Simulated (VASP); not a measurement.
# BAs (F-43m) in VASP: notebook, part 2 of 2

VASP 6.6.1. The steps go on from the part before.

### Step 3. Single point, PBE

Contents of INCAR:

```
SYSTEM = BAs
PREC = Accurate
ENCUT = 500
EDIFF = 1E-6
ISMEAR = 0
SIGMA = 0.01
LREAL = .False.
LASPH = .True.
NELM = 120
ALGO = Normal
ISIF = 2
LWAVE = .False.
LCHARG = .False.
GGA = PE
NBANDS = 11
GGA_COMPAT = .False.
```

Contents of KPOINTS:

```
Automatic mesh
0
Gamma
  2 2 2
  0 0 0
```

Contents of POSCAR:

```
BAs
1.0
    0.0000000000      2.3885000000      2.3885000000
    2.3885000000      0.0000000000      2.3885000000
    2.3885000000      2.3885000000      0.0000000000
B As
1 1
Direct
    0.0000000000      0.0000000000      0.0000000000
    0.2500000000      0.2500000000      0.2500000000
```

Potentials or basis: VASP PAW PBE potentials, release 64 (B, As).

Run with:

```console
$ cat potpaw_PBE.64/B/POTCAR potpaw_PBE.64/As/POTCAR > POTCAR
$ mpirun -np 1 vasp_std > vasp.out
```

OUTCAR:

```text
SYSTEM = BAs
   PREC = Accurate
   ENCUT = 500
   EDIFF = 1E-6
   ISMEAR = 0
   LREAL = .False.
   LASPH = .True.
   NELM = 120
   ISIF = 2
   GGA = PE

 ion  position               nearest neighbor table
   1  0.000  0.000  0.000-   2 2.07   2 2.07   2 2.07   2 2.07
   2  0.250  0.250  0.250-   1 2.07   1 2.07   1 2.07   1 2.07

  LATTYP: Found a face centered cubic cell.
 ALAT       =     4.7770000000

  Lattice vectors:

 A1 = (   0.0000000000,   2.3885000000,   2.3885000000)
 A2 = (   2.3885000000,   0.0000000000,   2.3885000000)
 A3 = (   2.3885000000,   2.3885000000,   0.0000000000)

Analysis of symmetry for initial positions (statically):
=====================================================================
 Subroutine PRICEL returns:
 Original cell was already a primitive cell.

 Routine SETGRP: Setting up the symmetry group for a
 face centered cubic supercell.

 Subroutine GETGRP returns: Found 24 space group operations
 (whereof 24 operations were pure point group operations)
 out of a pool of 48 trial point group operations.

The static configuration has the point symmetry T_d .

Analysis of symmetry for dynamics (positions and initial velocities):
=====================================================================
 Subroutine PRICEL returns:
 Original cell was already a primitive cell.

 Routine SETGRP: Setting up the symmetry group for a
 face centered cubic supercell.

 Subroutine GETGRP returns: Found 24 space group operations
 (whereof 24 operations were pure point group operations)
 out of a pool of 48 trial point group operations.

The dynamic configuration has the point symmetry T_d .

 Subroutine INISYM returns: Found 24 space group operations
 (whereof 24 operations are pure point group operations),
 and found     1 'primitive' translations

----------------------------------------------------------------------------------------

                                     Primitive cell

  volume of cell :      27.2525

  direct lattice vectors                    reciprocal lattice vectors
     0.000000000  2.388500000  2.388500000    -0.209336404  0.209336404  0.209336404
     2.388500000  0.000000000  2.388500000     0.209336404 -0.209336404  0.209336404
     2.388500000  2.388500000  0.000000000     0.209336404  0.209336404 -0.209336404

  length of vectors
     3.377849094  3.377849094  3.377849094     0.362581287  0.362581287  0.362581287

  position of ions in fractional coordinates (direct lattice)
     0.000000000  0.000000000  0.000000000
     0.250000000  0.250000000  0.250000000

  ion indices of the primitive-cell ions
   primitive index   ion index
                 1           1
                 2           2

----------------------------------------------------------------------------------------

 KPOINTS: Automatic mesh

Automatic generation of k-mesh.
 Grid dimensions read from file:
 generate k-points for:    2    2    2

 Generating k-lattice:

  Cartesian coordinates                     Fractional coordinates (reciprocal lattice)
    -0.104668202  0.104668202  0.104668202     0.500000000  0.000000000  0.000000000
     0.104668202 -0.104668202  0.104668202     0.000000000  0.500000000  0.000000000
     0.104668202  0.104668202 -0.104668202     0.000000000  0.000000000  0.500000000

  Length of vectors
     0.181290643  0.181290643  0.181290643

  Shift w.r.t. Gamma in fractional coordinates (k-lattice)
     0.000000000  0.000000000  0.000000000

 Subroutine IBZKPT returns following result:
 ===========================================

 Found      3 irreducible k-points:

 Following reciprocal coordinates:
            Coordinates               Weight
  0.000000  0.000000  0.000000      1.000000
  0.500000  0.000000  0.000000      4.000000
  0.500000  0.500000  0.000000      3.000000
   k-points           NKPTS =      3   k-points in BZ     NKDIM =      3   number of bands    NBANDS=     11
   number of dos      NEDOS =    301   number of ions     NIONS =      2
   total plane-waves  NPLWV =  21952
   dimension x,y,z NGX =    28 NGY =   28 NGZ =   28
   dimension x,y,z NGXF=    56 NGYF=   56 NGZF=   56
   ions per type =               1   1
   NGX,Y,Z   is equivalent  to a cutoff of  13.78, 13.78, 13.78 a.u.
   NGXF,Y,Z  is equivalent  to a cutoff of  27.56, 27.56, 27.56 a.u.
 SYSTEM =  BAs
   PREC   = accura    normal or accurate (medium, high low for compatibility)
   ISTART =      0    job   : 0-new  1-cont  2-samecut
   ICHARG =      2    charge: 1-file 2-atom 10-const
   ISPIN  =      1    spin polarized calculation?
   LNONCOLLINEAR =      F non collinear calculations
   LSORBIT =      F    spin-orbit coupling
   LASPH  =      T    aspherical Exc in radial PAW
   ENCUT  =  500.0 eV  36.75 Ry    6.06 a.u.   6.16  6.16  6.16*2*pi/ulx,y,z
   NELM   =    120;   NELMIN=  2; NELMDL= -5     # of ELM steps
   EDIFF  = 0.1E-05   stopping-criterion for ELM
   LREAL  =      F    real-space projection
   EDIFFG = 0.1E-04   stopping-criterion for IOM
   NSW    =      0    number of steps for IOM
   IBRION =     -1    ionic relax: 0-MD 1-quasi-New 2-CG
   NFREE  =      0    steps in history (QN), initial steepest desc. (CG)
   ISIF   =      2    stress and relaxation
   ISYM   =      2    0-nonsym 1-usesym 2-fastsym
   POTIM  = 0.5000    time-step for ionic-motion
   TEBEG  =    0.0;   TEEND  =   0.0 temperature during run
   PSTRESS=    0.0 pullay stress
   NELECT =       8.0000    total number of electrons
   NUPDOWN=      -1.0000    fix difference up-down
   EMIN   =  10.00;   EMAX   =-10.00  energy-range for DOS
   EFERMI =   0.00;   METHOD = LEGACY
   ISMEAR =     0;   SIGMA  =   0.01  broadening in eV -4-tet -1-fermi 0-gaus
   EFERMI_NEDOS =   21; number of points for ismear=-14 and -15
   IALGO  =     38    algorithm
   IMIX   =      4    mixing-type and parameters
     AMIX     =   0.40;   BMIX     =  1.00
     AMIX_MAG =   1.60;   BMIX_MAG =  1.00
  volume/ion in A,a.u.               =      13.63        91.95
  Fermi-wavevector in a.u.,A,eV,Ry     =   1.088018  2.056057 16.106360  1.183784
  Thomas-Fermi vector in A             =   2.224191
   LORBIT       =      0    0 simple, 1 ext, 2 COOP (PROOUT), +10 PAW based schemes
   GGA     = PE    functional components
   LHFCALC =     F    Hartree Fock is set to
   AEXX    =    0.0000 exact exchange contribution
   IVDW    =     0    specifies the selected vdW correction
   LEPSILON=     F    determine dielectric tensor
   LRPA    =     F    only Hartree local field effects (RPA)
 non-spin polarized calculation
 Gauss-broadening in eV      SIGMA  =   0.01
  energy-cutoff  :      500.00
  volume of cell :       27.25
 maximum number of plane-waves:       701
 NGX is ok and might be reduce to    28
   NGX = 13   NGY = 13   NGZ = 13

 number of electron       8.0000000 magnetization

 Free energy of the ion-electron system (eV)
  ---------------------------------------------------
  ext. energy  EPLUGINS =         0.00000000
  ---------------------------------------------------
  free energy    TOTEN  =        -8.50890597 eV

  energy without entropy =       -8.50890597  energy(sigma->0) =       -8.50890597

 E-fermi :   6.5262     XC(G=0): -10.4072

 val. band max:        6.4605836622   @ k =   0.0000   0.0000   0.0000
 cond. band min:       7.7423009541   @ k =   0.5000   0.5000   0.0000
 fundamental gap:      1.2817172919
 Fermi energy:         6.5262191694

 k-point     1 :       0.0000    0.0000    0.0000
  band No.  band energies     occupation
      1      -9.0454      2.00000
      2       6.4606      2.00000
      3       6.4606      2.00000
      4       6.4606      2.00000
      5       9.6010      0.00000
      6       9.6010      0.00000
      7       9.6010      0.00000
      8      11.1754      0.00000
      9      15.9754      0.00000
     10      19.2012      0.00000
     11      19.2012      0.00000

 k-point     2 :       0.5000    0.0000    0.0000
  band No.  band energies     occupation
      1      -6.1584      2.00000
      2      -2.4275      2.00000
      3       4.5986      2.00000
      4       4.5986      2.00000
      5       9.1113      0.00000
      6      11.0915      0.00000
      7      11.0915      0.00000
      8      15.2352      0.00000
      9      19.2021      0.00000
     10      20.8982      0.00000
     11      20.8982      0.00000

 k-point     3 :       0.5000    0.5000    0.0000
  band No.  band energies     occupation
      1      -4.8433      2.00000
      2      -2.1291      2.00000
      3       2.2970      2.00000
      4       2.2970      2.00000
      5       7.7423      0.00000
      6       7.7809      0.00000
      7      17.8174      0.00000
      8      17.8174      0.00000
      9      19.4050      0.00000
     10      23.6866      0.00000
     11      24.1681      0.00000

------------------------ aborting loop because EDIFF is reached ----------------------------------------

  FORCE on cell =-STRESS in cart. coord.  units (eV):
  Direction    XX          YY          ZZ          XY          YZ          ZX
  --------------------------------------------------------------------------------------
  -------------------------------------------------------------------------------------
  Total        2.6268706      2.6268706      2.6268706      0.0000000     -0.0000000     -0.0000000
  in kB      154.4342145    154.4342145    154.4342145      0.0000000     -0.0000000     -0.0000000
  external PRESSURE =     154.4342145 kB  Pullay stress =       0.0000000 kB

 VOLUME and BASIS-vectors are now :
 -----------------------------------------------------------------------------
  energy-cutoff  :      500.00
  volume of cell :       27.25
      direct lattice vectors                 reciprocal lattice vectors
     0.000000000  2.388500000  2.388500000    -0.209336404  0.209336404  0.209336404
     2.388500000  0.000000000  2.388500000     0.209336404 -0.209336404  0.209336404
     2.388500000  2.388500000  0.000000000     0.209336404  0.209336404 -0.209336404

 POSITION                                       TOTAL-FORCE (eV/Angst)
 -----------------------------------------------------------------------------------
      0.00000      0.00000      0.00000        -0.000000     -0.000000     -0.000000
      1.19425      1.19425      1.19425         0.000000      0.000000      0.000000
 -----------------------------------------------------------------------------------
    total drift:                               -0.000000     -0.000000     -0.000000

  FREE ENERGIE OF THE ION-ELECTRON SYSTEM (eV)
  ---------------------------------------------------
  free  energy   TOTEN  =        -8.5089059655 eV

  energy  without entropy=       -8.5089059655  energy(sigma->0) =       -8.50890597
```

Run time: 2.9 s. Hardware: 1 thread of Intel Xeon Platinum 8375C at 2.90GHz (Ice Lake), shared host; peak memory 0.15 GiB.

Results:

| Property | Result |
| --- | --- |
| Free energy | -8.5089 eV |
| Pressure | 15.4 GPa |
| Band gap on the k mesh | 1.28 eV, indirect (least direct gap 3.14 eV) |

Caveat: the k points lie up to 1.14 Å⁻¹ apart.
